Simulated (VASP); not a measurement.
# TaN (P-62m) in VASP: a series of runs

Runs on TaN. Level: LDA. Tasks: single point.

Program: VASP 6.6.1. These are calculated values, not measurements. Logs are shortened: lines on timing, memory, paths and dates and some standing lists are left out, and cuts for length are marked.

### Step 1. The cell of the first run

Symmetry: P-62m, No. 189, hexagonal system. The conventional cell has a = 5.126 Å, b = 5.126 Å, c = 2.872 Å, α = 90.00°, β = 90.00°, γ = 120.00°. Within 2.8 Å of Ta (site symmetry -6) lie 6 N at 2.13 Å. Ta (site symmetry -62m) has 3 N at 2.01 Å within 2.7 Å. N (site symmetry m2m) has 5 Ta at 2.01 to 2.13 Å within 2.7 Å.

### Step 2. Single point, LDA

INCAR

```
ALGO     = Normal         # electronic algorithm
EDIFF    = 1E-6           # SCF threshold, eV
ENCUT    = 520            # plane-wave cutoff, eV
GGA      = CA             # functional
ISIF     = 2              # what is computed and relaxed
ISMEAR   = -1             # smearing method
LASPH    = True           # aspherical terms in the spheres
LCHARG   = False          # write CHGCAR
LREAL    = False          # projectors in reciprocal space
LWAVE    = False          # write WAVECAR
NBANDS   = 33             # bands
NELM     = 60             # most SCF steps
PREC     = Accurate       # precision mode
SIGMA    = 0.1            # smearing width, eV
```

KPOINTS

```
k-points
0
Gamma
  5 5 8
```

POSCAR

```
TaN
1.0
    5.1257751753      0.0000000000      0.0000000000
   -2.5628875876      4.4390515178      0.0000000000
    0.0000000000      0.0000000000      2.8716573394
Ta N
3 3
Direct
    0.3333333333      0.6666666667      0.5000000000
    0.6666666667      0.3333333333      0.5000000000
    0.0000000000      0.0000000000      0.0000000000
    0.3928500000      0.0000000000      0.0000000000
    0.6071500000      0.6071500000      0.0000000000
    0.0000000000      0.3928500000      0.0000000000
```

Potentials or basis: VASP PAW LDA potentials, release 64 (Ta_pv, N).

Run with:

```bash
$ cat potpaw_LDA.64/Ta_pv/POTCAR potpaw_LDA.64/N/POTCAR > POTCAR
$ mpirun -np 1 vasp_std > vasp.out
```

OUTCAR:

```text
EDIFF = 1E-6
   ENCUT = 520
   GGA = CA
   ISIF = 2
   ISMEAR = -1
   LASPH = True
   LREAL = False
   NELM = 60
   PREC = Accurate

 ion  position               nearest neighbor table
   1  0.333  0.667  0.500-   5 2.13   5 2.13   6 2.13   6 2.13   4 2.13   4 2.13   2 2.96   2 2.96
                             2 2.96   3 3.29   3 3.29   3 3.29   3 3.29   3 3.29   3 3.29
   2  0.667  0.333  0.500-   6 2.13   6 2.13   4 2.13   4 2.13   5 2.13   5 2.13   1 2.96   1 2.96
                             1 2.96   3 3.29   3 3.29   3 3.29   3 3.29   3 3.29   3 3.29
   3  0.000  0.000  0.000-   4 2.01   6 2.01   5 2.01   2 3.29   1 3.29   1 3.29   2 3.29   2 3.29
                             2 3.29   1 3.29   1 3.29   2 3.29   2 3.29   1 3.29   1 3.29
   4  0.393  0.000  0.000-   3 2.01   1 2.13   1 2.13   2 2.13   2 2.13
   5  0.607  0.607  0.000-   3 2.01   1 2.13   1 2.13   2 2.13   2 2.13
   6  0.000  0.393  0.000-   3 2.01   2 2.13   2 2.13   1 2.13   1 2.13

  LATTYP: Found a hexagonal cell.
 ALAT       =     5.1257751753
 C/A-ratio  =     0.5602386451

  Lattice vectors:

 A1 = (   5.1257751753,   0.0000000000,   0.0000000000)
 A2 = (  -2.5628875876,   4.4390515178,   0.0000000000)
 A3 = (   0.0000000000,   0.0000000000,   2.8716573394)

Analysis of symmetry for initial positions (statically):
=====================================================================
 Subroutine PRICEL returns:
 Original cell was already a primitive cell.

 Routine SETGRP: Setting up the symmetry group for a
 hexagonal supercell.

 Subroutine GETGRP returns: Found 12 space group operations
 (whereof 12 operations were pure point group operations)
 out of a pool of 24 trial point group operations.

The static configuration has the point symmetry D_3h.

Analysis of symmetry for dynamics (positions and initial velocities):
=====================================================================
 Subroutine PRICEL returns:
 Original cell was already a primitive cell.

 Routine SETGRP: Setting up the symmetry group for a
 hexagonal supercell.

 Subroutine GETGRP returns: Found 12 space group operations
 (whereof 12 operations were pure point group operations)
 out of a pool of 24 trial point group operations.

The dynamic configuration has the point symmetry D_3h.

 Subroutine INISYM returns: Found 12 space group operations
 (whereof 12 operations are pure point group operations),
 and found     1 'primitive' translations

----------------------------------------------------------------------------------------

                                     Primitive cell

  volume of cell :      65.3405

  direct lattice vectors                    reciprocal lattice vectors
     5.125775175  0.000000000  0.000000000     0.195092443  0.112636674  0.000000000
    -2.562887588  4.439051518  0.000000000     0.000000000  0.225273349  0.000000000
     0.000000000  0.000000000  2.871657339     0.000000000  0.000000000  0.348230963

  length of vectors
     5.125775175  5.125775177  2.871657339     0.225273349  0.225273349  0.348230963

  position of ions in fractional coordinates (direct lattice)
     0.333333333  0.666666667  0.500000000
     0.666666667  0.333333333  0.500000000
     0.000000000  0.000000000  0.000000000
     0.392850000  0.000000000  0.000000000
     0.607150000  0.607150000  0.000000000
     0.000000000  0.392850000  0.000000000

  ion indices of the primitive-cell ions
   primitive index   ion index
                 1           1
                 2           2
                 3           3
                 4           4
                 5           5
                 6           6

----------------------------------------------------------------------------------------

 KPOINTS: k-points

Automatic generation of k-mesh.
 Grid dimensions read from file:
 generate k-points for:    5    5    8

 Generating k-lattice:

  Cartesian coordinates                     Fractional coordinates (reciprocal lattice)
     0.039018489  0.022527335  0.000000000     0.200000000  0.000000000  0.000000000
     0.000000000  0.045054670  0.000000000     0.000000000  0.200000000  0.000000000
     0.000000000  0.000000000  0.043528870     0.000000000  0.000000000  0.125000000

  Length of vectors
     0.045054670  0.045054670  0.043528870

  Shift w.r.t. Gamma in fractional coordinates (k-lattice)
     0.000000000  0.000000000  0.000000000

 Subroutine IBZKPT returns following result:
 ===========================================

 Found     25 irreducible k-points:

 Following reciprocal coordinates:
            Coordinates               Weight
  0.000000  0.000000  0.000000      1.000000
  0.200000  0.000000  0.000000      6.000000
  0.400000 -0.000000  0.000000      6.000000
  0.200000  0.200000  0.000000      6.000000
  0.400000  0.200000  0.000000      6.000000
  0.000000  0.000000  0.125000      2.000000
[... 16 lines left out ...]
  0.400000 -0.000000  0.500000      6.000000
  0.200000  0.200000  0.500000      6.000000
   k-points           NKPTS =     25   k-points in BZ     NKDIM =     25   number of bands    NBANDS=     33
   number of dos      NEDOS =    301   number of ions     NIONS =      6
   total plane-waves  NPLWV =  38400
   dimension x,y,z NGX =    40 NGY =   40 NGZ =   24
   dimension x,y,z NGXF=    80 NGYF=   80 NGZF=   48
   ions per type =               3   3
   NGX,Y,Z   is equivalent  to a cutoff of  12.97, 12.97, 13.89 a.u.
   NGXF,Y,Z  is equivalent  to a cutoff of  25.95, 25.95, 27.79 a.u.
 SYSTEM =  unknown system
   PREC   = accura    normal or accurate (medium, high low for compatibility)
   ISTART =      0    job   : 0-new  1-cont  2-samecut
   ICHARG =      2    charge: 1-file 2-atom 10-const
   ISPIN  =      1    spin polarized calculation?
   LNONCOLLINEAR =      F non collinear calculations
   LSORBIT =      F    spin-orbit coupling
   LASPH  =      T    aspherical Exc in radial PAW
   ENCUT  =  520.0 eV  38.22 Ry    6.18 a.u.   9.53  9.53  5.34*2*pi/ulx,y,z
   NELM   =     60;   NELMIN=  2; NELMDL= -5     # of ELM steps
   EDIFF  = 0.1E-05   stopping-criterion for ELM
   LREAL  =      F    real-space projection
   EDIFFG = 0.1E-04   stopping-criterion for IOM
   NSW    =      0    number of steps for IOM
   IBRION =     -1    ionic relax: 0-MD 1-quasi-New 2-CG
   NFREE  =      0    steps in history (QN), initial steepest desc. (CG)
   ISIF   =      2    stress and relaxation
   ISYM   =      2    0-nonsym 1-usesym 2-fastsym
   POTIM  = 0.5000    time-step for ionic-motion
   TEBEG  =    0.0;   TEEND  =   0.0 temperature during run
   PSTRESS=    0.0 pullay stress
   NELECT =      48.0000    total number of electrons
   NUPDOWN=      -1.0000    fix difference up-down
   EMIN   =  10.00;   EMAX   =-10.00  energy-range for DOS
   EFERMI =   0.00;   METHOD = LEGACY
   ISMEAR =    -1;   SIGMA  =   0.10  broadening in eV -4-tet -1-fermi 0-gaus
   EFERMI_NEDOS =   21; number of points for ismear=-14 and -15
   IALGO  =     38    algorithm
   IMIX   =      4    mixing-type and parameters
     AMIX     =   0.40;   BMIX     =  1.00
     AMIX_MAG =   1.60;   BMIX_MAG =  1.00
  volume/ion in A,a.u.               =      10.89        73.49
  Fermi-wavevector in a.u.,A,eV,Ry     =   1.477161  2.791429 29.687970  2.182004
  Thomas-Fermi vector in A             =   2.591599
   LORBIT       =      0    0 simple, 1 ext, 2 COOP (PROOUT), +10 PAW based schemes
   GGA     = CA    functional components
   LHFCALC =     F    Hartree Fock is set to
   AEXX    =    0.0000 exact exchange contribution
   IVDW    =     0    specifies the selected vdW correction
   LEPSILON=     F    determine dielectric tensor
   LRPA    =     F    only Hartree local field effects (RPA)
 non-spin polarized calculation
  energy-cutoff  :      520.00
  volume of cell :       65.34
 maximum number of plane-waves:      1777
 NGX is ok and might be reduce to    40
   NGX = 19   NGY = 19   NGZ = 11

 number of electron      47.9999997 magnetization

 Free energy of the ion-electron system (eV)
  ---------------------------------------------------
  ext. energy  EPLUGINS =         0.00000000
  ---------------------------------------------------
  free energy    TOTEN  =       -74.13363635 eV

  energy without entropy =      -74.10792360  energy(sigma->0) =      -74.12077998

 E-fermi :   8.7724     XC(G=0): -13.4590

 val. band max:        8.5722476337   @ k =   0.2000   0.0000   0.1250
 cond. band min:       8.9064379701   @ k =   0.2000   0.0000   0.2500
 fundamental gap:      0.3341903364
 Fermi energy:         8.7724127950

 k-point     1 :       0.0000    0.0000    0.0000
  band No.  band energies     occupation
      1     -27.3941      2.00000
      2     -27.3941      2.00000
      3     -26.9972      2.00000
      4     -26.9972      2.00000
      5     -26.7805      2.00000
      6     -26.6501      2.00000
[... 25 lines left out ...]
     32      11.9648      0.00000
     33      11.9648      0.00000

 k-point     2 :       0.2000    0.0000    0.0000
  band No.  band energies     occupation
      1     -27.4335      2.00000
      2     -27.3827      2.00000
      3     -26.9583      2.00000
      4     -26.9426      2.00000
      5     -26.7688      2.00000
      6     -26.6607      2.00000
[... 25 lines left out ...]
     32      12.2698      0.00000
     33      12.3023      0.00000

 k-point     3 :       0.4000   -0.0000    0.0000
  band No.  band energies     occupation
      1     -27.4848      2.00000
      2     -27.3004      2.00000
      3     -27.0180      2.00000
      4     -26.8622      2.00000
      5     -26.7421      2.00000
      6     -26.6858      2.00000
[... 25 lines left out ...]
     32      12.6436      0.00000
     33      12.8750      0.00000

 k-point     4 :       0.2000    0.2000    0.0000
  band No.  band energies     occupation
      1     -27.4531      2.00000
      2     -27.3501      2.00000
      3     -26.9997      2.00000
      4     -26.8729      2.00000
      5     -26.7488      2.00000
      6     -26.6794      2.00000
[... 673 lines left out ...]
     32      13.2406      0.00000
     33      13.3233      0.00000

 k-point    23 :       0.4000   -0.0000    0.5000
  band No.  band energies     occupation
      1     -27.7425      2.00000
      2     -27.6153      2.00000
      3     -27.2462      2.00000
      4     -27.1449      2.00000
      5     -26.8788      2.00000
      6     -26.7343      2.00000
[... 25 lines left out ...]
     32      14.0314      0.00000
     33      14.2452      0.00000

 k-point    24 :       0.2000    0.2000    0.5000
  band No.  band energies     occupation
      1     -27.7474      2.00000
      2     -27.6070      2.00000
      3     -27.2606      2.00000
      4     -27.1237      2.00000
      5     -26.8862      2.00000
      6     -26.7325      2.00000
[... 25 lines left out ...]
     32      13.8214      0.00000
     33      14.1867      0.00000

 [... further k-points ...]
[... 5 lines left out ...]
  --------------------------------------------------------------------------------------
  -------------------------------------------------------------------------------------
  Total        2.6381285      2.6381285      1.7953631      0.0000000     -0.0000000      0.0000000
  in kB       64.6880663     64.6880664     44.0230901      0.0000000     -0.0000000      0.0000000
  external PRESSURE =      57.7997409 kB  Pullay stress =       0.0000000 kB

 VOLUME and BASIS-vectors are now :
 -----------------------------------------------------------------------------
  energy-cutoff  :      520.00
  volume of cell :       65.34
      direct lattice vectors                 reciprocal lattice vectors
     5.125775175  0.000000000  0.000000000     0.195092443  0.112636674  0.000000000
    -2.562887588  4.439051518  0.000000000     0.000000000  0.225273349  0.000000000
     0.000000000  0.000000000  2.871657339     0.000000000  0.000000000  0.348230963

 POSITION                                       TOTAL-FORCE (eV/Angst)
 -----------------------------------------------------------------------------------
     -0.00000      2.95937      1.43583        -0.000000      0.000000      0.000000
      2.56289      1.47968      1.43583        -0.000000      0.000000      0.000000
      0.00000      0.00000      0.00000        -0.000000      0.000000      0.000000
      2.01366      0.00000      0.00000         0.120289      0.000000      0.000000
      1.55606      2.69517      0.00000        -0.060144     -0.104173      0.000000
     -1.00683      1.74388      0.00000        -0.060144      0.104173      0.000000
 -----------------------------------------------------------------------------------
    total drift:                               -0.000001     -0.000002      0.000000

  FREE ENERGIE OF THE ION-ELECTRON SYSTEM (eV)
  ---------------------------------------------------
  free  energy   TOTEN  =       -74.1336363538 eV

  energy  without entropy=      -74.1079235993  energy(sigma->0) =      -74.12077998
```

Run time: 68 s. Hardware: 1 thread of Intel Xeon Platinum 8259CL at 2.50GHz (Skylake/Cascade Lake), shared host; peak memory 0.18 GiB.

What came out:

```yaml
Free_energy: -74.1336 eV
Pressure: 5.8 GPa
Largest_force: 0.120 eV/Å
Band_gap_on_the_k_mesh: zero (band 24 reaches 10.63 eV, above the bottom of band 25 at 7.41 eV)
```

Forces on the atoms (eV/Å):
```
Ta   0.000  0.000  0.000
Ta   0.000  0.000  0.000
Ta   0.000  0.000  0.000
N    0.120  0.000  0.000
N   -0.060 -0.104  0.000
N   -0.060  0.104  0.000
```

Stress tensor (GPa, compression positive):
```
6.47 0.00 0.00
0.00 6.47 0.00
0.00 0.00 4.40
```

Caveat: spin-orbit coupling is left out, which moves the levels of the heavy elements.

### Step 3. Single point, LDA

This run uses another cell than the first one, of 11.34 Å³/atom, 1.042 times its volume.

INCAR

```
SYSTEM = TaN
PREC = Accurate ; ENCUT = 520
EDIFF = 1E-6 ; ISMEAR = -1
SIGMA = 0.1 ; LREAL = .FALSE.
LASPH = .TRUE. ; NELM = 100
ALGO = Normal ; ISIF = 2
LWAVE = .FALSE. ; LCHARG = .FALSE.
NBANDS = 33
```

KPOINTS

```
regular mesh
0
G
  5 5 8
  0 0 0
```

POSCAR: that of step 2 with these lines changed.

```diff
@@ -2,5 +2,5 @@
 1.0
-    5.1257751753      0.0000000000      0.0000000000
-   -2.5628875876      4.4390515178      0.0000000000
-    0.0000000000      0.0000000000      2.8716573394
+    5.1960000000      0.0000000000      0.0000000000
+   -2.5980000000      4.4998680000      0.0000000000
+    0.0000000000      0.0000000000      2.9110000000
 Ta N
```

Potentials or basis: VASP PAW LDA potentials, release 64 (Ta_pv, N).

Run with:

```bash
$ cat potpaw_LDA.64/Ta_pv/POTCAR potpaw_LDA.64/N/POTCAR > POTCAR
$ mpirun -np 1 vasp_std > vasp.out
```

Wall time 67 s (1 thread of Intel Xeon Platinum 8259CL at 2.50GHz (Skylake/Cascade Lake), shared host); peak memory 0.18 GiB.

The run converged. Its results:

* Free energy: -74.1102 eV
* Pressure: -8.3 GPa
* Largest force: 0.060 eV/Å
* Band gap on the k mesh: zero (band 24 reaches 10.07 eV, above the bottom of band 25 at 6.99 eV)

Forces on the atoms (eV/Å):
```
Ta   0.000  0.000  0.000
Ta   0.000  0.000  0.000
Ta   0.000  0.000  0.000
N   -0.060  0.000  0.000
N    0.030  0.052  0.000
N    0.030 -0.052  0.000
```

Stress tensor (GPa, compression positive):
```
 -7.40   0.00   0.00
  0.00  -7.40   0.00
  0.00   0.00 -10.08
```

Levels at points of the mesh, in eV from the Fermi level:
| k point | band 20 | band 21 | band 22 | band 23 | band 24 | band 25 | band 26 | band 27 | band 28 | band 29 |
| --- | --- | --- | --- | --- | --- | --- | --- | --- | --- | --- |
| (0.00, 0.00, 0.00) | -5.11 | -4.32 | -3.40 | -2.02 | -1.03 | -1.03 | 0.42 | 0.42 | 1.70 | 1.80 |
| (0.00, 0.00, 0.50) | -4.57 | -4.40 | -2.96 | -2.96 | 1.77 | 1.77 | 1.90 | 2.08 | 2.08 | 3.15 |

Caveat: spin-orbit coupling is left out, which moves the levels of the heavy elements.

### Step 4. Single point, LDA

This run uses another cell than the first one, of 11.80 Å³/atom, 1.083 times its volume.

INCAR

```
ALGO = Normal
EDIFF = 1E-6
ENCUT = 520
GGA = CA
ISIF = 2
ISMEAR = -1
LASPH = True
LCHARG = False
LREAL = False
LWAVE = False
NBANDS = 33
NELM = 60
PREC = Accurate
SIGMA = 0.1
```

KPOINTS

```
k-points
0
Gamma
  5 5 8
```

POSCAR: that of step 3 with these lines changed.

```diff
@@ -2,5 +2,5 @@
 1.0
-    5.1960000000      0.0000000000      0.0000000000
-   -2.5980000000      4.4998680000      0.0000000000
-    0.0000000000      0.0000000000      2.9110000000
+    5.2643762622      0.0000000000      0.0000000000
+   -2.6321881311      4.5590835801      0.0000000000
+    0.0000000000      0.0000000000      2.9493070245
 Ta N
```

Run with:

```bash
$ cat potpaw_LDA.64/Ta_pv/POTCAR potpaw_LDA.64/N/POTCAR > POTCAR
$ mpirun -np 1 vasp_std > vasp.out
```

It took 64 s on 1 thread of Intel Xeon Platinum 8259CL at 2.50GHz (Skylake/Cascade Lake), shared host; peak memory 0.18 GiB.

Results (log left out):

| Quantity | Value |
| --- | --- |
| Free energy | -73.8718 eV |
| Pressure | -19.6 GPa |
| Largest force | 0.218 eV/Å |
| Band gap on the k mesh | zero (band 24 reaches 9.53 eV, above the bottom of band 25 at 6.59 eV) |

Forces in eV/Å, atoms in the order of the input:
```
Ta   0.000  0.000  0.000
Ta   0.000  0.000  0.000
Ta   0.000  0.000  0.000
N   -0.218  0.000  0.000
N    0.109  0.189  0.000
N    0.109 -0.189  0.000
```

Stress tensor (GPa, compression positive):
```
-18.56   0.00   0.00
  0.00 -18.56   0.00
  0.00   0.00 -21.71
```

Levels at points of the mesh, in eV from the Fermi level:
| k point | band 22 | band 23 | band 24 | band 25 | band 26 | band 27 |
| --- | --- | --- | --- | --- | --- | --- |
| (0.00, 0.00, 0.00) | -3.31 | -1.95 | -0.97 | -0.97 | 0.42 | 0.42 |
| (0.00, 0.00, 0.50) | -2.83 | -2.83 | 1.68 | 1.68 | 1.82 | 1.97 |

Caveat: spin-orbit coupling is left out, which moves the levels of the heavy elements.

### Step 5. Single point, LDA

This run uses another cell than the first one, of 12.25 Å³/atom, 1.125 times its volume.

INCAR

```
SYSTEM = TaN
ALGO     = Normal         ! electronic algorithm
EDIFF    = 1E-6           ! SCF threshold, eV
ENCUT    = 520            ! plane-wave cutoff, eV
ISIF     = 2              ! what is computed and relaxed
ISMEAR   = -1             ! smearing method
LASPH    = .True.         ! aspherical terms in the spheres
LCHARG   = .False.        ! write CHGCAR
LREAL    = .False.        ! projectors in reciprocal space
LWAVE    = .False.        ! write WAVECAR
NBANDS   = 33             ! bands
NELM     = 100            ! most SCF steps
PREC     = Accurate       ! precision mode
SIGMA    = 0.1            ! smearing width, eV
```

KPOINTS

```
k-points
0
Gamma
  5 5 8
  0 0 0
```

POSCAR: that of step 4 with these lines changed.

```diff
@@ -2,5 +2,5 @@
 1.0
-    5.2643762622      0.0000000000      0.0000000000
-   -2.6321881311      4.5590835801      0.0000000000
-    0.0000000000      0.0000000000      2.9493070245
+    5.3310210114      0.0000000000      0.0000000000
+   -2.6655105057      4.6167996259      0.0000000000
+    0.0000000000      0.0000000000      2.9866439885
 Ta N
```

Run with:

```bash
$ cat potpaw_LDA.64/Ta_pv/POTCAR potpaw_LDA.64/N/POTCAR > POTCAR
$ mpirun -np 1 vasp_std > vasp.out
```

Run time: 62 s. Hardware: 1 thread of Intel Xeon Platinum 8259CL at 2.50GHz (Skylake/Cascade Lake), shared host; peak memory 0.18 GiB.

Results (log left out):

```yaml
Free_energy: -73.4606 eV
Pressure: -28.7 GPa
Largest_force: 0.358 eV/Å
Band_gap_on_the_k_mesh: zero (band 24 reaches 9.03 eV, above the bottom of band 25 at 6.21 eV)
```

Forces in eV/Å, atoms in the order of the input:
```
Ta   0.000  0.000  0.000
Ta   0.000  0.000  0.000
Ta   0.000  0.000  0.000
N   -0.358  0.000  0.000
N    0.179  0.310  0.000
N    0.179 -0.310  0.000
```

Stress tensor (GPa, compression positive):
```
-27.53   0.00   0.00
  0.00 -27.53   0.00
  0.00   0.00 -31.04
```

Levels at points of the mesh, in eV from the Fermi level:
| k point | band 22 | band 23 | band 24 | band 25 | band 26 | band 27 |
| --- | --- | --- | --- | --- | --- | --- |
| (0.00, 0.00, 0.00) | -3.22 | -1.88 | -0.91 | -0.91 | 0.42 | 0.42 |
| (0.00, 0.00, 0.50) | -2.69 | -2.69 | 1.60 | 1.60 | 1.75 | 1.86 |

Caveat: spin-orbit coupling is left out, which moves the levels of the heavy elements.

[end of part 1 of 2]
